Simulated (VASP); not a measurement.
Set up this calculation in VASP 6.6.1, as the native input.

```yaml
Task: single point
Functional: PBEsol
Potentials_or_basis: VASP PAW PBE potentials, release 64 (Co, H)
Cutoff: 520 eV
k_mesh: 15 × 15 × 15
Occupations: fermi-dirac, width 0.1 eV
Spin: collinear spin, ferromagnetic start
Starting_moments: "[3.2, 0.0] μB"
Dipole_correction: no
Further_INCAR_settings: ALGO = Normal; EDIFF = 1e-07; NBANDS = 16
```

The structure of CoH lies in POSCAR:

```
CoH
1.0
    0.0000000000      1.7499370245      1.7499370245
    1.7499370245      0.0000000000      1.7499370245
    1.7499370245      1.7499370245      0.0000000000
Co H
1 1
Direct
    0.0000000000      0.0000000000      0.0000000000
    0.5000000000      0.5000000000      0.5000000000
```

These files were run (other wordings do the same):

INCAR

```
SYSTEM = CoH
PREC = Accurate ; ENCUT = 520
EDIFF = 1E-7 ; ISMEAR = -1
SIGMA = 0.1 ; LREAL = .False.
LASPH = .True. ; NELM = 150
ALGO = Normal ; ISIF = 2
LWAVE = .False. ; LCHARG = .True.
ISPIN = 2 ; MAGMOM = 3.2 0
LORBIT = 11 ; LMAXMIX = 4
GGA = PS ; LELF = .True.
LVHAR = .True. ; NBANDS = 16
```

KPOINTS

```
regular mesh
0
Gamma
  15 15 15
  0 0 0
```

Potentials or basis: VASP PAW PBE potentials, release 64 (Co, H).

The run is started by

```sh
$ cat potpaw_PBE.64/Co/POTCAR potpaw_PBE.64/H/POTCAR > POTCAR
$ mpirun -np 1 vasp_std > vasp.out
```

Results of the run:

```
Pressure                                              : 39.5 GPa
Net moment                                            : 0.96 μB per cell
Site moments                                          : Co +0.97; H -0.01 μB
Valence electrons inside the program's atomic spheres : Co 8.76; H 0.60
```

Caveat: the PAW data sets were made with another functional, which shifts forces and pressure a little.

It took 30 s on 1 thread of Intel(R) Xeon(R) Platinum 8559C (Emerald Rapids), with other jobs on the host, peak memory 0.14 GiB.
